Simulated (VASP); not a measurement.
Crystal: CsOs.

```xyz
2
Lattice="4.9771 0.0000 0.0000 -2.4886 4.3103 0.0000 0.0000 0.0000 6.3608" Properties=species:S:1:pos:R:3 pbc="T T T"
Cs    0.0000    2.8736    3.1804
Os    0.0000    0.0000    0.0000
```

Base run:

- Program: VASP 6.6.1
- Functional: PBE
- Potentials or basis: VASP PAW PBE potentials, release 64 (Cs_sv, Os)
- Cutoff: 600 eV
- k mesh: 6 × 6 × 4
- Occupations: gaussian, width 0.1 eV
- Spin: collinear spin, ferromagnetic start
- Starting moments: [0.0, 1.0] μB

Its results: pressure -1.8 GPa.

Question: The run is repeated on the same cell with these changes: spin from collinear spin, ferromagnetic start to no spin polarisation; further incar settings from ALGO = Normal; EDIFF = 1e-06; NBANDS = 20 to ALGO = Normal; EDIFF = 1e-06; NBANDS = 16. What comes out?

Answer: Pressure -2.3 GPa.
